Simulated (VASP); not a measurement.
# GaIr3: single point with PBE

GaIr3:

```
CELL_PARAMETERS angstrom
2.78069 -3.76889 0.00000
2.78069 3.76889 0.00000
0.00000 0.00000 2.76754
ATOMIC_POSITIONS crystal
Ga 0.00000 0.00000 0.00000
Ir 0.50000 0.50000 0.00000
Ir 0.00000 0.50000 0.50000
Ir 0.50000 0.00000 0.50000
```

The cell was generated, and may not be a known phase.

| Item | Value |
| --- | --- |
| Program | VASP 6.6.1 |
| Task | single point |
| Functional | PBE |
| Potentials or basis | VASP PAW PBE potentials, release 64 (Ga_d, Ir) |
| Cutoff | 520 eV |
| k mesh | 10 × 10 × 16 |
| Occupations | gaussian, width 0.1 eV |
| Spin | no spin polarisation |
| Dipole correction | no |
| Further INCAR settings | ALGO = Fast; EDIFF = 1e-06; NBANDS = 28 |

The pressure is 0.5 GPa and the band gap on the k mesh is zero (bands 20 and 21 overlap by 2.48 eV).

Levels at points of the mesh, in eV from the Fermi level:
| k point | band 17 | band 18 | band 19 | band 20 | band 21 | band 22 | band 23 | band 24 |
| --- | --- | --- | --- | --- | --- | --- | --- | --- |
| (0.00, 0.00, 0.00) | -1.18 | -1.00 | -0.30 | 0.15 | 1.40 | 1.52 | 1.62 | 1.69 |
| (0.50, 0.00, 0.00) | -1.59 | -1.07 | -0.71 | -0.47 | -0.26 | 1.15 | 1.55 | 2.87 |
| (0.50, 0.50, 0.00) | -1.46 | -1.43 | -1.33 | -1.17 | -1.11 | -0.74 | 0.25 | 2.69 |
| (0.00, 0.00, 0.50) | -1.89 | -1.01 | -0.68 | 0.58 | 1.80 | 2.71 | 4.57 | 5.48 |
| (0.50, 0.00, 0.50) | -1.32 | -1.25 | -0.11 | 1.37 | 1.50 | 2.53 | 3.05 | 3.29 |
| (0.50, 0.50, 0.50) | -0.94 | 0.06 | 1.11 | 1.21 | 1.41 | 1.48 | 1.80 | 1.88 |

Wall time 11 min on 1 thread of Oxide Virtual Turin-like Processor, on a shared host, peak memory 0.46 GiB.

Caveat: spin-orbit coupling is left out, which moves the levels of the heavy elements.
